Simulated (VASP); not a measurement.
**GaAs: single point with r2SCAN**

Crystal: GaAs.

```
CELL_PARAMETERS angstrom
0.00000 2.88975 2.88975
2.88975 0.00000 2.88975
2.88975 2.88975 0.00000
ATOMIC_POSITIONS crystal
Ga 0.00000 0.00000 0.00000
As 0.25000 0.25000 0.25000
```

This cell differs from its parent crystal: strain +2.0%.

```yaml
Program: VASP 6.6.1
Task: single point
Functional: r2SCAN
Potentials_or_basis: VASP PAW PBE potentials, release 64 (Ga_d, As)
Cutoff: 520 eV
k_mesh: 8 × 8 × 8
Occupations: fermi-dirac, width 0.02 eV
Spin: non-collinear spin, zero start, spin-orbit coupling
Starting_moments: "[[0.0, 0.0, 0.0], [0.0, 0.0, 0.0]] μB"
```

```yaml
Pressure: -3.7 GPa
Net_moment: 0.00 μB per cell
Valence_electrons_inside_the_program's_atomic_spheres: Ga 11.57; As 2.83
```

Moments on the atoms (μB; x, y, z):
```
Ga  0.00 0.00 0.00
As  0.00 0.00 0.00
```

Wall time 5.9 min on 1 thread of Intel(R) Xeon(R) 6975P-C (Granite Rapids) (shared host), peak memory 0.38 GiB.

Caveat: the cell differs from its parent crystal (strain +2.0%); the cell stands under tension; the PAW data sets were made with another functional, which shifts forces and pressure a little.
